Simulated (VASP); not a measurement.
Write the native input for VASP 6.6.1 that does the following.

```
Task                   : single point
Functional             : PBE
Potentials or basis    : VASP PAW PBE potentials, release 64 (Ca_sv)
Cutoff                 : 520 eV
k mesh                 : 15 × 15 × 8
Occupations            : gaussian, width 0.1 eV
Spin                   : no spin polarisation
Dipole correction      : no
Further INCAR settings : ALGO = Fast; EDIFF = 1e-07; NBANDS = 17
```

The structure of Ca lies in POSCAR:

```
Ca
1.0
    1.6238202897     -2.8127040604      0.0000000000
    1.6238202897      2.8127040604      0.0000000000
    0.0000000000      0.0000000000      5.4527370489
Ca
2
Direct
    0.8333612134      0.1666387866      0.2500000000
    0.1666387866      0.8333612134      0.7500000000
```

This isn't the form of Ca at room conditions, which is fcc.

One way to write it, as run:

INCAR

```
SYSTEM = Ca
  PREC = Accurate
  ENCUT = 520
  EDIFF = 1E-7
  ISMEAR = 0
  SIGMA = 0.1
  LREAL = .FALSE.
  LASPH = .TRUE.
  NELM = 80
  ALGO = Fast
  ISIF = 2
  LWAVE = .FALSE.
  LCHARG = .FALSE.
  GGA = PE
  NBANDS = 17
```

KPOINTS

```
Automatic mesh
0
G
  15 15 8
  0 0 0
```

Potentials or basis: VASP PAW PBE potentials, release 64 (Ca_sv).

Launch:

```console
$ cat potpaw_PBE.64/Ca_sv/POTCAR > POTCAR
$ mpirun -np 1 vasp_std > vasp.out
```

It gave:

| Item | Value |
| --- | --- |
| Pressure | 20.0 GPa |
| Band gap on the k mesh | zero (bands 10 and 11 overlap by 0.50 eV) |

Caveat: the cell stands under pressure.

It took 9.7 min on 1 thread of Oxide Virtual Turin-like Processor, with other jobs on the host, peak memory 0.31 GiB.
